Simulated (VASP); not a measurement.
Input of a VASP 6.6.1 run:

The input INCAR:

```
PREC     = Accurate       # precision mode
ENCUT    = 520            # plane-wave cutoff, eV
EDIFF    = 1E-6           # SCF threshold, eV
ISMEAR   = 0              # smearing method
SIGMA    = 0.05           # smearing width, eV
LREAL    = Auto         
LASPH    = T              # aspherical terms in the spheres
NELM     = 100            # most SCF steps
ALGO     = Normal         # electronic algorithm
ISIF     = 2              # what is computed and relaxed
LWAVE    = F              # write WAVECAR
LCHARG   = F              # write CHGCAR
GGA      = PE             # functional
NELECT   = 64.0         
NBANDS   = 44             # bands
```

KPOINTS

```
regular mesh
0
Gamma
  4 4 4
```

POSCAR

```
Al7P8
1.0
   -5.5068011416      5.5068011416      0.0000000000
   -5.5068011416      0.0000000000      5.5068011416
    0.0000000000      5.5068011416      5.5068011416
Al P
7 8
Direct
   -0.0142401184      0.5142401963      0.0142401184
    0.5142401963     -0.0142401184      0.0142401184
    0.5142401963      0.5142401963      0.4857597780
   -0.0142402091     -0.0142402091      0.0142402091
   -0.0142401184      0.5142401963      0.4857597780
    0.5142401963     -0.0142401184      0.4857597780
    0.0000000000      0.0000000000      0.5000000779
    0.6172717904      0.6172717904      0.1172717125
    0.1481846682      0.6172716996      0.1172718032
    0.6172716996      0.1481846682      0.1172718032
    0.6172717904      0.6172717904      0.6481846553
    0.1260464074      0.1260464074      0.1218608558
    0.1260463166      0.6218608430      0.6260463945
    0.6218608430      0.1260463166      0.6260463945
    0.1260464074      0.1260464074      0.6260463037
```

Potentials or basis: VASP PAW PBE potentials, release 64 (Al, P).

The run is started by

```sh
$ cat potpaw_PBE.64/Al/POTCAR potpaw_PBE.64/P/POTCAR > POTCAR
$ mpirun -np 1 vasp_std > vasp.out
```

**Question.** Estimate the largest force.

**Answer.** 0.005 eV/Å.

Forces on the atoms (eV/Å):
```
Al   0.000  0.000  0.004
Al   0.000  0.004  0.000
Al  -0.004  0.000  0.000
Al   0.004  0.000  0.000
Al   0.000 -0.004  0.000
Al   0.000  0.000 -0.004
Al   0.000  0.000  0.000
P   -0.003  0.003  0.003
P    0.003 -0.003  0.003
P    0.003  0.003 -0.003
P   -0.003 -0.003 -0.003
P    0.000  0.000  0.000
P    0.000  0.000  0.000
P    0.000  0.000  0.000
P    0.000  0.000  0.000
```

Caveat: the cell carries a net charge on a neutralising background, which shifts energy and pressure.
